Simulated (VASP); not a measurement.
# KI (Fm-3m) in VASP: further runs

Runs on KI. Level: LDA. Tasks: single point, relaxation of cell and atoms.

Program: VASP 6.6.1. These are calculated values, not measurements. Logs are shortened: lines on timing, memory, paths and dates and some standing lists are left out, and cuts for length are marked.

## 1. The cell of the first run

It takes space group Fm-3m (No. 225, cubic). Conventional cell: a = 5.723 Å, b = 5.723 Å, c = 5.723 Å, α = 90.00°, β = 90.00°, γ = 90.00°. Within 3.8 Å of K (site symmetry m-3m) lie 6 I at 2.86 Å. Within 3.8 Å of I (site symmetry m-3m) lie 6 K at 2.86 Å.

## 2. Single point, LDA

Contents of INCAR:

```
SYSTEM = KI
  PREC = Accurate
  ENCUT = 520
  EDIFF = 1E-6
  ISMEAR = 0
  SIGMA = 0.01
  LREAL = .FALSE.
  LASPH = .TRUE.
  NELM = 80
  ALGO = Normal
  ISIF = 2
  LWAVE = .FALSE.
  LCHARG = .TRUE.
  LELF = .TRUE.
  LVHAR = .TRUE.
  NBANDS = 15
```

Contents of KPOINTS:

```
regular mesh
0
G
  6 6 6
  0 0 0
```

Contents of POSCAR:

```
KI
1.0
    0.0000000000      2.8616202782      2.8616202782
    2.8616202782      0.0000000000      2.8616202782
    2.8616202782      2.8616202782      0.0000000000
K I
1 1
Direct
    0.0000000000      0.0000000000      0.0000000000
    0.5000000000      0.5000000000      0.5000000000
```

Potentials or basis: VASP PAW LDA potentials, release 64 (K_sv, I).

The run is started by

```bash
$ cat potpaw_LDA.64/K_sv/POTCAR potpaw_LDA.64/I/POTCAR > POTCAR
$ mpirun -np 1 vasp_std > vasp.out
```

OUTCAR:

```text
SYSTEM = KI
   PREC = Accurate
   ENCUT = 520
   EDIFF = 1E-6
   ISMEAR = 0
   LREAL = .FALSE.
   LASPH = .TRUE.
   NELM = 80
   ISIF = 2

 ion  position               nearest neighbor table
   1  0.000  0.000  0.000-   2 2.86   2 2.86   2 2.86   2 2.86   2 2.86   2 2.86
   2  0.500  0.500  0.500-   1 2.86   1 2.86   1 2.86   1 2.86   1 2.86   1 2.86

  LATTYP: Found a face centered cubic cell.
 ALAT       =     5.7232405564

  Lattice vectors:

 A1 = (   0.0000000000,   2.8616202782,   2.8616202782)
 A2 = (   2.8616202782,   0.0000000000,   2.8616202782)
 A3 = (   2.8616202782,   2.8616202782,   0.0000000000)

Analysis of symmetry for initial positions (statically):
=====================================================================
 Subroutine PRICEL returns:
 Original cell was already a primitive cell.

 Routine SETGRP: Setting up the symmetry group for a
 face centered cubic supercell.

 Subroutine GETGRP returns: Found 48 space group operations
 (whereof 48 operations were pure point group operations)
 out of a pool of 48 trial point group operations.

The static configuration has the point symmetry O_h .

Analysis of symmetry for dynamics (positions and initial velocities):
=====================================================================
 Subroutine PRICEL returns:
 Original cell was already a primitive cell.

 Routine SETGRP: Setting up the symmetry group for a
 face centered cubic supercell.

 Subroutine GETGRP returns: Found 48 space group operations
 (whereof 48 operations were pure point group operations)
 out of a pool of 48 trial point group operations.

The dynamic configuration has the point symmetry O_h .

 Subroutine INISYM returns: Found 48 space group operations
 (whereof 48 operations are pure point group operations),
 and found     1 'primitive' translations

----------------------------------------------------------------------------------------

                                     Primitive cell

  volume of cell :      46.8669

  direct lattice vectors                    reciprocal lattice vectors
     0.000000000  2.861620278  2.861620278    -0.174726187  0.174726187  0.174726187
     2.861620278  0.000000000  2.861620278     0.174726187 -0.174726187  0.174726187
     2.861620278  2.861620278  0.000000000     0.174726187  0.174726187 -0.174726187

  length of vectors
     4.046942208  4.046942208  4.046942208     0.302634633  0.302634633  0.302634633

  position of ions in fractional coordinates (direct lattice)
     0.000000000  0.000000000  0.000000000
     0.500000000  0.500000000  0.500000000

  ion indices of the primitive-cell ions
   primitive index   ion index
                 1           1
                 2           2

----------------------------------------------------------------------------------------

 KPOINTS: regular mesh

Automatic generation of k-mesh.
 Grid dimensions read from file:
 generate k-points for:    6    6    6

 Generating k-lattice:

  Cartesian coordinates                     Fractional coordinates (reciprocal lattice)
    -0.029121031  0.029121031  0.029121031     0.166666667  0.000000000  0.000000000
     0.029121031 -0.029121031  0.029121031     0.000000000  0.166666667  0.000000000
     0.029121031  0.029121031 -0.029121031     0.000000000  0.000000000  0.166666667

  Length of vectors
     0.050439106  0.050439106  0.050439106

  Shift w.r.t. Gamma in fractional coordinates (k-lattice)
     0.000000000  0.000000000  0.000000000

 Subroutine IBZKPT returns following result:
 ===========================================

 Found     16 irreducible k-points:

 Following reciprocal coordinates:
            Coordinates               Weight
  0.000000  0.000000  0.000000      1.000000
  0.166667  0.000000  0.000000      8.000000
  0.333333  0.000000  0.000000      8.000000
  0.500000  0.000000  0.000000      4.000000
  0.166667  0.166667  0.000000      6.000000
  0.333333  0.166667  0.000000     24.000000
[... 8 lines left out ...]
 -0.333333  0.333333  0.166667     24.000000
 -0.333333  0.500000  0.166667     12.000000
   k-points           NKPTS =     16   k-points in BZ     NKDIM =     16   number of bands    NBANDS=     15
   number of dos      NEDOS =    301   number of ions     NIONS =      2
   total plane-waves  NPLWV =  27000
   dimension x,y,z NGX =    30 NGY =   30 NGZ =   30
   dimension x,y,z NGXF=    60 NGYF=   60 NGZF=   60
   ions per type =               1   1
   NGX,Y,Z   is equivalent  to a cutoff of  12.32, 12.32, 12.32 a.u.
   NGXF,Y,Z  is equivalent  to a cutoff of  24.65, 24.65, 24.65 a.u.
 SYSTEM =  KI
   PREC   = accura    normal or accurate (medium, high low for compatibility)
   ISTART =      0    job   : 0-new  1-cont  2-samecut
   ICHARG =      2    charge: 1-file 2-atom 10-const
   ISPIN  =      1    spin polarized calculation?
   LNONCOLLINEAR =      F non collinear calculations
   LSORBIT =      F    spin-orbit coupling
   LASPH  =      T    aspherical Exc in radial PAW
   ENCUT  =  520.0 eV  38.22 Ry    6.18 a.u.   7.52  7.52  7.52*2*pi/ulx,y,z
   NELM   =     80;   NELMIN=  2; NELMDL= -5     # of ELM steps
   EDIFF  = 0.1E-05   stopping-criterion for ELM
   LREAL  =      F    real-space projection
   EDIFFG = 0.1E-04   stopping-criterion for IOM
   NSW    =      0    number of steps for IOM
   IBRION =     -1    ionic relax: 0-MD 1-quasi-New 2-CG
   NFREE  =      0    steps in history (QN), initial steepest desc. (CG)
   ISIF   =      2    stress and relaxation
   ISYM   =      2    0-nonsym 1-usesym 2-fastsym
   POTIM  = 0.5000    time-step for ionic-motion
   TEBEG  =    0.0;   TEEND  =   0.0 temperature during run
   PSTRESS=    0.0 pullay stress
   NELECT =      16.0000    total number of electrons
   NUPDOWN=      -1.0000    fix difference up-down
   EMIN   =  10.00;   EMAX   =-10.00  energy-range for DOS
   EFERMI =   0.00;   METHOD = LEGACY
   ISMEAR =     0;   SIGMA  =   0.01  broadening in eV -4-tet -1-fermi 0-gaus
   EFERMI_NEDOS =   21; number of points for ismear=-14 and -15
   IALGO  =     38    algorithm
   IMIX   =      4    mixing-type and parameters
     AMIX     =   0.40;   BMIX     =  1.00
     AMIX_MAG =   1.60;   BMIX_MAG =  1.00
  volume/ion in A,a.u.               =      23.43       158.14
  Fermi-wavevector in a.u.,A,eV,Ry     =   1.144176  2.162179 17.811913  1.309139
  Thomas-Fermi vector in A             =   2.280869
   LORBIT       =      0    0 simple, 1 ext, 2 COOP (PROOUT), +10 PAW based schemes
   GGA     = CA    functional components
   LHFCALC =     F    Hartree Fock is set to
   AEXX    =    0.0000 exact exchange contribution
   IVDW    =     0    specifies the selected vdW correction
   LEPSILON=     F    determine dielectric tensor
   LRPA    =     F    only Hartree local field effects (RPA)
 non-spin polarized calculation
 Gauss-broadening in eV      SIGMA  =   0.01
  energy-cutoff  :      520.00
  volume of cell :       46.87
 maximum number of plane-waves:      1283
   NGX = 15   NGY = 15   NGZ = 15

 number of electron      16.0000001 magnetization

 Free energy of the ion-electron system (eV)
  ---------------------------------------------------
  ext. energy  EPLUGINS =         0.00000000
  ---------------------------------------------------
  free energy    TOTEN  =        -4.27761570 eV

  energy without entropy =       -4.27761570  energy(sigma->0) =       -4.27761570

 E-fermi :   4.6997     XC(G=0): -10.3254

 val. band max:        4.6028295185   @ k =   0.0000   0.0000   0.0000
 cond. band min:       7.0823457674   @ k =   0.5000   0.5000   0.0000
 fundamental gap:      2.4795162489
 Fermi energy:         4.6997221018

 k-point     1 :       0.0000    0.0000    0.0000
  band No.  band energies     occupation
      1     -23.4801      2.00000
      2      -7.7657      2.00000
      3      -7.3206      2.00000
      4      -7.3206      2.00000
      5      -7.3206      2.00000
      6       4.6028      2.00000
      7       4.6028      2.00000
      8       4.6028      2.00000
      9       9.6409      0.00000
     10       9.6409      0.00000
     11       9.6409      0.00000
     12      10.5988      0.00000
     13      10.9996      0.00000
     14      10.9996      0.00000
     15      13.8663      0.00000

 k-point     2 :       0.1667    0.0000    0.0000
  band No.  band energies     occupation
      1     -23.4625      2.00000
      2      -8.4736      2.00000
      3      -7.3194      2.00000
      4      -7.3194      2.00000
      5      -6.4577      2.00000
      6       3.3989      2.00000
      7       4.1109      2.00000
      8       4.1109      2.00000
      9       9.5384      0.00000
     10      10.1731      0.00000
     11      10.1731      0.00000
     12      11.9637      0.00000
     13      11.9677      0.00000
     14      11.9677      0.00000
     15      15.4220      0.00000

 k-point     3 :       0.3333    0.0000    0.0000
  band No.  band energies     occupation
      1     -23.4270      2.00000
      2      -9.0687      2.00000
      3      -7.3164      2.00000
      4      -7.3164      2.00000
      5      -5.4866      2.00000
      6       1.6581      2.00000
      7       3.3594      2.00000
      8       3.3594      2.00000
      9       9.7210      0.00000
     10      11.5299      0.00000
     11      11.5299      0.00000
     12      13.4576      0.00000
     13      14.0877      0.00000
     14      14.0877      0.00000
     15      16.8306      0.00000
[... 199 lines left out ...]
 k-point    15 :      -0.3333    0.3333    0.1667
  band No.  band energies     occupation
      1     -23.3928      2.00000
      2      -8.7303      2.00000
      3      -7.6504      2.00000
      4      -7.5231      2.00000
      5      -5.7419      2.00000
      6       1.9806      2.00000
      7       2.9191      2.00000
      8       3.1373      2.00000
      9      10.4321      0.00000
     10      10.5978      0.00000
     11      13.1009      0.00000
     12      14.0325      0.00000
     13      14.2918      0.00000
     14      15.0878      0.00000
     15      16.7583      0.00000

 k-point    16 :      -0.3333    0.5000    0.1667
  band No.  band energies     occupation
      1     -23.3875      2.00000
      2      -8.2654      2.00000
      3      -7.8506      2.00000
      4      -7.6559      2.00000
      5      -6.1894      2.00000
      6       2.6622      2.00000
      7       2.9100      2.00000
      8       3.2251      2.00000
      9       8.7721      0.00000
     10      12.1861      0.00000
     11      12.2568      0.00000
     12      13.9881      0.00000
     13      14.8575      0.00000
     14      15.1767      0.00000
     15      16.8951      0.00000

------------------------ aborting loop because EDIFF is reached ----------------------------------------

  FORCE on cell =-STRESS in cart. coord.  units (eV):
  Direction    XX          YY          ZZ          XY          YZ          ZX
  --------------------------------------------------------------------------------------
  -------------------------------------------------------------------------------------
  Total        8.9635087      8.9635087      8.9635087      0.0000000      0.0000000     -0.0000000
  in kB      306.4238868    306.4238868    306.4238868      0.0000000      0.0000000     -0.0000000
  external PRESSURE =     306.4238868 kB  Pullay stress =       0.0000000 kB

 VOLUME and BASIS-vectors are now :
 -----------------------------------------------------------------------------
  energy-cutoff  :      520.00
  volume of cell :       46.87
      direct lattice vectors                 reciprocal lattice vectors
     0.000000000  2.861620278  2.861620278    -0.174726187  0.174726187  0.174726187
     2.861620278  0.000000000  2.861620278     0.174726187 -0.174726187  0.174726187
     2.861620278  2.861620278  0.000000000     0.174726187  0.174726187 -0.174726187

 POSITION                                       TOTAL-FORCE (eV/Angst)
 -----------------------------------------------------------------------------------
      0.00000      0.00000      0.00000         0.000000      0.000000      0.000000
      2.86162      2.86162      2.86162         0.000000      0.000000      0.000000
 -----------------------------------------------------------------------------------
    total drift:                               -0.000000      0.000000      0.000000

  FREE ENERGIE OF THE ION-ELECTRON SYSTEM (eV)
  ---------------------------------------------------
  free  energy   TOTEN  =        -4.2776157041 eV

  energy  without entropy=       -4.2776157041  energy(sigma->0) =       -4.27761570
```

Run time: 6.8 s. Hardware: 1 thread of AMD EPYC 9R45 (Zen 5), shared host; peak memory 0.12 GiB.

What came out:

```
Free energy            : -4.2776 eV
Pressure               : 30.6 GPa
Band gap on the k mesh : 2.48 eV, indirect (least direct gap 3.24 eV)
```

Caveat: spin-orbit coupling is left out, which moves the levels of the heavy elements.

[end of part 1 of 2]
